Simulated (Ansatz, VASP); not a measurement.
**Se in VASP and in Ansatz**

```xyz
3
Lattice="4.3662 0.0000 0.0000 -2.1831 3.7812 0.0000 0.0000 0.0000 5.0527" Properties=species:S:1:pos:R:3 pbc="T T T"
Se    1.6910    2.9289    0.0000
Se   -0.4921    0.8523    3.3684
Se    0.9841    0.0000    1.6842
```

Alike in both runs: task single point; functional PBEsol; k mesh 6 × 6 × 5; occupations fermi-dirac, width 0.05 eV; no spin polarisation.

```csv
,VASP,Ansatz
version,VASP 6.6.1,Ansatz 0.2.0
potentials or method,"VASP PAW PBE potentials, release 64 (Se)",Ansatz PAW
plane-wave cutoff (eV),520,420
valence electrons in the cell,18,48
```

Ansatz gave:

| Property | Result |
| --- | --- |
| gap on the k mesh at the Fermi level (eV) | 1.27 |
| least direct gap on the mesh (eV) | 1.29 |
| pressure (GPa) | -1.3 |
| traceless stress, the component that is largest in VASP (GPa) | 0.00 |
| rms of the force components (eV/Å) | 0.038 |

Question: What did VASP give for the same quantities?

Answer: gap on the k mesh at the Fermi level (eV): 1.27; least direct gap on the mesh (eV): 1.28; pressure (GPa): -1.2; traceless stress, the component that is largest in VASP (GPa): 0.06; rms of the force components (eV/Å): 0.061.

VASP's potentials were made for PBE, not for PBEsol. Atom by atom the forces differ by 0.023 eV/Å (rms over components). VASP's potentials hold 18 valence electrons a cell and Ansatz's 48, so a difference there can come from the potentials and not from the codes.

Noted on Ansatz's run: odd divisions of the mesh miss points on the zone boundary, where band edges often lie, so the gap on the mesh can be too wide.
